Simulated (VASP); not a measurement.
# Si62Ge (a cell with a defect) in VASP: a series of runs

Si62Ge (a cell with a defect) is run at these levels: PBEsol; tasks: single point.

Everything below comes from runs of VASP 6.6.1. Logs are shortened: lines on timing, memory, paths and dates and some standing lists are left out, and cuts for length are marked.

## (1) The cell of the first run

The cell holds a defect, 63 atoms: a = 10.860 Å, b = 10.860 Å, c = 10.860 Å, α = 90.00°, β = 90.00°, γ = 90.00°.

## (2) Single point, PBEsol

Input file INCAR:

```
PREC = Accurate
ENCUT = 520
EDIFF = 1E-7
ISMEAR = -1
SIGMA = 0.05
LREAL = Auto
LASPH = True
NELM = 100
ALGO = Normal
ISIF = 2
LWAVE = False
LCHARG = True
GGA = PS
LELF = True
LVHAR = True
NELECT = 264.0
NBANDS = 168
```

Input file KPOINTS:

```
regular mesh
0
Gamma
  1 1 1
```

Input file POSCAR:

```
Si62Ge
1.0
   10.8600000000      0.0000000000      0.0000000000
    0.0000000000     10.8600000000      0.0000000000
    0.0000000000      0.0000000000     10.8600000000
Si Ge
62 1
Direct
    0.5059075506     -0.0013985267      0.0057090239
    0.7514893186      0.2442878453      0.0056690608
    0.8754038674      0.3739489871      0.1262972376
    0.8665988029      0.1272908840      0.3664488950
    0.0006325967     -0.0007857274      0.0002252302
    0.1254852670      0.1245990792      0.1253581952
    0.2524370166      0.2483383057      0.0016268877
    0.3789285451      0.3711933702      0.1275145488
    0.5017923573      0.4976720074      0.0016193370
    0.6255161142      0.6246278085      0.1253618785
    0.7508930939      0.7494977901      0.0002391344
    0.8665065378      0.8836186924      0.1226104972
    0.2501204420     -0.0001171271      0.2500686004
    0.3761729282      0.1236528545      0.3752546041
    0.5056393186      0.2444475138      0.2513101289
    0.6264629834      0.3739224678      0.3752189687
    0.7502402394      0.5000001842      0.2500690608
    0.8741474217      0.6275000921      0.3740094843
    0.5004328729     -0.0007486188      0.5004184162
    0.6255090239      0.1246066298      0.6253538674
    0.7508633517      0.2496950276      0.5004254144
    0.8757111418      0.3755306630      0.6255428177
    0.7502377532     -0.0001217311      0.7499640884
    0.8754139963      0.1236308471      0.8760461326
    0.0007098527      0.4997420810     -0.0008968692
    0.1236458564      0.6264876611      0.1257456722
    0.2503633517      0.7494450276     -0.0009037753
    0.3761814917      0.8747194291      0.1263020258
    0.0005763352      0.2497104052      0.2507168508
    0.1257368324      0.3754967772      0.3755779006
    0.2497870166      0.5003488950      0.2492511050
    0.3746157459      0.6243736648      0.3756267035
    0.5003796501      0.7495151934      0.2507196133
    0.6228039595      0.8835394107      0.3663903315
   -0.0052841621      0.0029453959      0.4945400552
    0.1237181400      0.1242802947      0.6236022099
    0.2503769797      0.2508644567      0.5005204420
    0.3763457643      0.3737836096      0.6273931860
    0.4992856354      0.4997224678      0.5005150092
    0.6258498158      0.6264248619      0.6235680479
    0.7471581031      0.7554507366      0.4945053407
    0.8741423573      0.8759779926      0.6224441068
    0.2498868324      0.0007581031      0.7497263352
    0.3790945672      0.1224147330      0.8789719153
    0.5017545120      0.2483407919      0.7523055249
    0.6276924494      0.3710584715      0.8788949355
    0.7493814917      0.5002677716      0.7496914365
    0.8757594843      0.6243473297      0.8744677716
   -0.0054296501      0.7555283610      0.2470077348
    0.1226156538      0.8759615101      0.3739828729
   -0.0005063536      0.5020142726      0.4993089319
    0.1253768877      0.6247431860      0.6252351750
    0.2480943831      0.7506481584      0.4993185083
    0.3745938306      0.8744203499      0.6255493554
    0.0006166667      0.2508977901      0.7502134438
    0.1275569982      0.3737619705      0.8761768877
    0.2499259669      0.5002051565      0.7497649171
    0.3763462247      0.6225632597      0.8762072744
    0.4991986188      0.7494732044      0.7501999079
    0.6264846225      0.8746762431      0.8760148250
   -0.0005549724      0.7506431860      0.7479385820
    0.1257578269      0.8743562615      0.8744234807
    0.7112865562      0.0388313996      0.2111122468
```

Potentials or basis: VASP PAW PBE potentials, release 64 (Si, Ge_d).

Run with:

```sh
> cat potpaw_PBE.64/Si/POTCAR potpaw_PBE.64/Ge_d/POTCAR > POTCAR
> mpirun -np 1 vasp_gam > vasp.out
```

OUTCAR:

```text
PREC = Accurate
   ENCUT = 520
   EDIFF = 1E-7
   ISMEAR = -1
   LREAL = Auto
   LASPH = True
   NELM = 100
   ISIF = 2
   GGA = PS
   NELECT = 264.0

 ion  position               nearest neighbor table
   1  0.506  0.999  0.006-  60 2.35  28 2.35  44 2.37
   2  0.751  0.244  0.006-  24 2.35   3 2.35  46 2.37
   3  0.875  0.374  0.126-  29 2.34   2 2.35  17 2.35  25 2.37
   4  0.867  0.127  0.366-  21 2.34  29 2.34  35 2.39  63 2.57
   5  0.001  0.999  0.000-  12 2.34  24 2.34   6 2.35  62 2.36
   6  0.125  0.125  0.125-  13 2.35   7 2.35   5 2.35  29 2.35
   7  0.252  0.248  0.002-   6 2.35   8 2.35  44 2.35  56 2.36
   8  0.379  0.371  0.128-   7 2.35   9 2.35  15 2.37  31 2.38
   9  0.502  0.498  0.002-  10 2.35   8 2.35  46 2.35  58 2.36
  10  0.626  0.625  0.125-  17 2.35   9 2.35  11 2.35  33 2.35
  11  0.751  0.749  0.000-  12 2.34  60 2.34  10 2.35  48 2.36
  12  0.867  0.884  0.123-  11 2.34   5 2.34  49 2.39  63 2.57
  13  0.250  1.000  0.250-   6 2.35  28 2.35  14 2.35  50 2.35
  14  0.376  0.124  0.375-  19 2.34  15 2.35  13 2.35  37 2.37
  15  0.506  0.244  0.251-  14 2.35  16 2.35   8 2.37
  16  0.626  0.374  0.375-  21 2.34  15 2.35  17 2.35  39 2.37
  17  0.750  0.500  0.250-  10 2.35   3 2.35  16 2.35  18 2.35
  18  0.874  0.628  0.374-  17 2.35  41 2.35  49 2.35  51 2.36
  19  0.500  0.999  0.500-  34 2.34  14 2.34  20 2.35  54 2.36
  20  0.626  0.125  0.625-  23 2.35  45 2.35  19 2.35  21 2.35
  21  0.751  0.250  0.500-   4 2.34  16 2.34  20 2.35  22 2.36
[... 39 lines left out ...]
  61  0.999  0.751  0.748-  52 2.35  42 2.36  62 2.36  48 2.36
  62  0.126  0.874  0.874-  27 2.35  43 2.35   5 2.36  61 2.36
  63  0.711  0.039  0.211-  12 2.57  34 2.57   4 2.57

  LATTYP: Found a simple cubic cell.
 ALAT       =    10.8600000000

  Lattice vectors:

 A1 = (  10.8600000000,   0.0000000000,   0.0000000000)
 A2 = (   0.0000000000,  10.8600000000,   0.0000000000)
 A3 = (   0.0000000000,   0.0000000000,  10.8600000000)

Analysis of symmetry for initial positions (statically):
=====================================================================
 Subroutine PRICEL returns:
 Original cell was already a primitive cell.

 Routine SETGRP: Setting up the symmetry group for a
 simple cubic supercell.

 Subroutine GETGRP returns: Found  1 space group operations
 (whereof  1 operations were pure point group operations)
 out of a pool of 48 trial point group operations.

The static configuration has the point symmetry C_1 .

Analysis of symmetry for dynamics (positions and initial velocities):
=====================================================================
 Subroutine PRICEL returns:
 Original cell was already a primitive cell.

 Routine SETGRP: Setting up the symmetry group for a
 simple cubic supercell.

 Subroutine GETGRP returns: Found  1 space group operations
 (whereof  1 operations were pure point group operations)
 out of a pool of 48 trial point group operations.

The dynamic configuration has the point symmetry C_1 .

 Subroutine INISYM returns: Found  1 space group operations
 (whereof  1 operations are pure point group operations),
 and found     1 'primitive' translations

----------------------------------------------------------------------------------------

                                     Primitive cell

  volume of cell :    1280.8241

  direct lattice vectors                    reciprocal lattice vectors
    10.860000000  0.000000000  0.000000000     0.092081031  0.000000000  0.000000000
     0.000000000 10.860000000  0.000000000     0.000000000  0.092081031  0.000000000
     0.000000000  0.000000000 10.860000000     0.000000000  0.000000000  0.092081031

  length of vectors
    10.860000000 10.860000000 10.860000000     0.092081031  0.092081031  0.092081031

  position of ions in fractional coordinates (direct lattice)
     0.505907551  0.998601473  0.005709024
     0.751489319  0.244287845  0.005669061
     0.875403867  0.373948987  0.126297238
     0.866598803  0.127290884  0.366448895
     0.000632597  0.999214273  0.000225230
     0.125485267  0.124599079  0.125358195
[... 55 lines left out ...]
     0.125757827  0.874356261  0.874423481
     0.711286556  0.038831400  0.211112247

  ion indices of the primitive-cell ions
   primitive index   ion index
                 1           1
                 2           2
                 3           3
                 4           4
                 5           5
                 6           6
[... 55 lines left out ...]
                62          62
                63          63

----------------------------------------------------------------------------------------

 KPOINTS: regular mesh

Automatic generation of k-mesh.
 Grid dimensions read from file:
 generate k-points for:    1    1    1

 Generating k-lattice:

  Cartesian coordinates                     Fractional coordinates (reciprocal lattice)
     0.092081031  0.000000000  0.000000000     1.000000000  0.000000000  0.000000000
     0.000000000  0.092081031  0.000000000     0.000000000  1.000000000  0.000000000
     0.000000000  0.000000000  0.092081031     0.000000000  0.000000000  1.000000000

  Length of vectors
     0.092081031  0.092081031  0.092081031

  Shift w.r.t. Gamma in fractional coordinates (k-lattice)
     0.000000000  0.000000000  0.000000000

 Subroutine IBZKPT returns following result:
 ===========================================

 Found      1 irreducible k-points:

 Following reciprocal coordinates:
            Coordinates               Weight
  0.000000  0.000000  0.000000      1.000000
   k-points           NKPTS =      1   k-points in BZ     NKDIM =      1   number of bands    NBANDS=    168
   number of dos      NEDOS =    301   number of ions     NIONS =     63
   total plane-waves  NPLWV = 592704
   dimension x,y,z NGX =    84 NGY =   84 NGZ =   84
   dimension x,y,z NGXF=   168 NGYF=  168 NGZF=  168
   ions per type =              62   1
   NGX,Y,Z   is equivalent  to a cutoff of  12.86, 12.86, 12.86 a.u.
   NGXF,Y,Z  is equivalent  to a cutoff of  25.72, 25.72, 25.72 a.u.
 SYSTEM =  unknown system
   PREC   = accura    normal or accurate (medium, high low for compatibility)
   ISTART =      0    job   : 0-new  1-cont  2-samecut
   ICHARG =      2    charge: 1-file 2-atom 10-const
   ISPIN  =      1    spin polarized calculation?
   LNONCOLLINEAR =      F non collinear calculations
   LSORBIT =      F    spin-orbit coupling
   LASPH  =      T    aspherical Exc in radial PAW
   ENCUT  =  520.0 eV  38.22 Ry    6.18 a.u.  20.19 20.19 20.19*2*pi/ulx,y,z
   NELM   =    100;   NELMIN=  2; NELMDL= -5     # of ELM steps
   EDIFF  = 0.1E-06   stopping-criterion for ELM
   LREAL  =      T    real-space projection
   EDIFFG = 0.1E-05   stopping-criterion for IOM
   NSW    =      0    number of steps for IOM
   IBRION =     -1    ionic relax: 0-MD 1-quasi-New 2-CG
   NFREE  =      0    steps in history (QN), initial steepest desc. (CG)
   ISIF   =      2    stress and relaxation
   ISYM   =      2    0-nonsym 1-usesym 2-fastsym
   POTIM  = 0.5000    time-step for ionic-motion
   TEBEG  =    0.0;   TEEND  =   0.0 temperature during run
   PSTRESS=    0.0 pullay stress
   NELECT =     264.0000    total number of electrons
   NUPDOWN=      -1.0000    fix difference up-down
   EMIN   =  10.00;   EMAX   =-10.00  energy-range for DOS
   EFERMI =   0.00;   METHOD = LEGACY
   ISMEAR =    -1;   SIGMA  =   0.05  broadening in eV -4-tet -1-fermi 0-gaus
   EFERMI_NEDOS =   21; number of points for ismear=-14 and -15
   IALGO  =     38    algorithm
   IMIX   =      4    mixing-type and parameters
     AMIX     =   0.40;   BMIX     =  1.00
     AMIX_MAG =   1.60;   BMIX_MAG =  1.00
  volume/ion in A,a.u.               =      20.33       137.20
  Fermi-wavevector in a.u.,A,eV,Ry     =   0.967044  1.827449 12.723821  0.935174
  Thomas-Fermi vector in A             =   2.096897
   LORBIT       =      0    0 simple, 1 ext, 2 COOP (PROOUT), +10 PAW based schemes
   GGA     = PS    functional components
   LHFCALC =     F    Hartree Fock is set to
   AEXX    =    0.0000 exact exchange contribution
   IVDW    =     0    specifies the selected vdW correction
   LEPSILON=     F    determine dielectric tensor
   LRPA    =     F    only Hartree local field effects (RPA)
 non-spin polarized calculation
  energy-cutoff  :      520.00
  volume of cell :     1280.82
 maximum number of plane-waves:     17229
 NGX is ok and might be reduce to    84
   NGX = 41   NGY = 41   NGZ = 41

 number of electron     263.9999958 magnetization

 Free energy of the ion-electron system (eV)
  ---------------------------------------------------
  ext. energy  EPLUGINS =         0.00000000
  ---------------------------------------------------
  free energy    TOTEN  =      -339.24620971 eV

  energy without entropy =     -338.92902842  energy(sigma->0) =     -339.08761907

 E-fermi :   6.1483     XC(G=0):  -9.5466

 val. band max:        6.0853406583   @ k =   0.0000   0.0000   0.0000
 cond. band min:       6.1685798908   @ k =   0.0000   0.0000   0.0000
 fundamental gap:      0.0832392325
 Fermi energy:         6.1482622085

 k-point     1 :       0.0000    0.0000    0.0000
  band No.  band energies     occupation
      1     -18.1865      2.00000
      2     -18.1864      2.00000
      3     -18.1846      2.00000
      4     -18.1523      2.00000
      5     -18.1523      2.00000
      6      -6.2989      2.00000
[... 136 lines left out ...]
    143       6.7655      0.00001
    144       6.7656      0.00001
 [bands above 144 left out]

------------------------ aborting loop because EDIFF is reached ----------------------------------------

  FORCE on cell =-STRESS in cart. coord.  units (eV):
  Direction    XX          YY          ZZ          XY          YZ          ZX
  --------------------------------------------------------------------------------------
  -------------------------------------------------------------------------------------
  Total       17.1723030     17.1910297     17.1382176      0.8396303      0.8956540     -0.9067576
  in kB       21.4807603     21.5041854     21.4381230      1.0502900      1.1203697     -1.1342592
  external PRESSURE =      21.4743563 kB  Pullay stress =       0.0000000 kB

 VOLUME and BASIS-vectors are now :
 -----------------------------------------------------------------------------
  energy-cutoff  :      520.00
  volume of cell :     1280.82
      direct lattice vectors                 reciprocal lattice vectors
    10.860000000  0.000000000  0.000000000     0.092081031  0.000000000  0.000000000
     0.000000000 10.860000000  0.000000000     0.000000000  0.092081031  0.000000000
     0.000000000  0.000000000 10.860000000     0.000000000  0.000000000  0.092081031

 POSITION                                       TOTAL-FORCE (eV/Angst)
 -----------------------------------------------------------------------------------
      5.49416     10.84481      0.06200        -0.046603      0.007913     -0.045965
      8.16117      2.65297      0.06157        -0.008283      0.047446     -0.047382
      9.50689      4.06109      1.37159        -0.002364      0.008198      0.016676
      9.41126      1.38238      3.97963         0.007158     -0.020824      0.005908
      0.00687     10.85147      0.00245         0.004607     -0.001239      0.000420
      1.36277      1.35315      1.36139         0.002413     -0.001561      0.002196
[... 55 lines left out ...]
      1.36573      9.49551      9.49624         0.006460      0.018146     -0.016489
      7.72457      0.42171      2.29268         0.138433     -0.137717      0.137543
 -----------------------------------------------------------------------------------
    total drift:                                0.013611      0.001198     -0.002632

  FREE ENERGIE OF THE ION-ELECTRON SYSTEM (eV)
  ---------------------------------------------------
  free  energy   TOTEN  =      -339.2462097081 eV

  energy  without entropy=     -338.9290284243  energy(sigma->0) =     -339.08761907
```

Wall time 4.8 min (1 thread of Intel Xeon Platinum 8488C (Sapphire Rapids), shared host); peak memory 1 GiB.

Results:

```
Free energy   : -339.2462 eV
Largest force : 0.239 eV/Å
```

Forces on the atoms (eV/Å):
```
Si  -0.047  0.008 -0.046
Si  -0.008  0.047 -0.047
Si  -0.002  0.008  0.017
Si   0.007 -0.021  0.006
Si   0.005 -0.001  0.000
Si   0.002 -0.002  0.002
Si   0.012  0.002 -0.003
Si  -0.010  0.011 -0.012
Si  -0.003 -0.013 -0.003
Si   0.001 -0.003  0.002
Si   0.001 -0.005 -0.001
Si   0.007 -0.007  0.020
Si  -0.006  0.000 -0.002
Si  -0.008 -0.017 -0.003
Si  -0.048  0.048 -0.007
Si   0.017  0.009 -0.003
Si   0.001  0.011 -0.002
Si  -0.010 -0.006 -0.009
Si  -0.001 -0.003  0.006
Si   0.001 -0.001  0.002
Si   0.002  0.001  0.005
Si  -0.019  0.017  0.007
Si   0.001  0.002 -0.012
Si  -0.002 -0.017 -0.008
Si  -0.009 -0.021  0.017
Si  -0.030  0.029 -0.028
Si   0.021  0.008  0.016
Si  -0.009  0.003  0.017
Si   0.006  0.000  0.002
Si   0.006  0.017 -0.018
Si   0.001 -0.001 -0.001
Si  -0.015 -0.006 -0.019
Si  -0.001 -0.006  0.002
Si   0.020 -0.007  0.006
Si   0.008 -0.038  0.009
Si  -0.029  0.029 -0.029
Si   0.021 -0.016 -0.008
Si  -0.013  0.012 -0.014
Si   0.015 -0.021 -0.008
Si  -0.028  0.030 -0.030
Si   0.038 -0.008  0.008
Si  -0.010  0.009  0.007
Si   0.001  0.000  0.000
Si  -0.010  0.013 -0.011
Si  -0.003  0.003  0.013
Si  -0.013  0.009 -0.010
Si  -0.001  0.000  0.001
Si  -0.018 -0.007 -0.017
Si   0.007 -0.008  0.038
Si   0.005  0.009 -0.009
Si   0.005 -0.033  0.006
Si  -0.031  0.030 -0.029
Si   0.033 -0.006  0.006
Si  -0.016  0.020  0.006
Si  -0.009 -0.016  0.020
Si  -0.014  0.012 -0.012
Si   0.010 -0.009  0.008
Si  -0.012  0.015 -0.013
Si   0.015  0.008  0.020
Si   0.017  0.003 -0.008
Si   0.006 -0.006  0.032
Si   0.006  0.018 -0.016
Ge   0.138 -0.138  0.138
```

Caveat: the k points lie up to 0.58 Å⁻¹ apart; the cell carries a net charge on a neutralising background, which shifts energy and pressure; the cell is charged against a uniform background, so pressure and absolute levels hang on convention; the PAW data sets were made with another functional, which shifts forces and pressure a little.

[end of part 1 of 2]
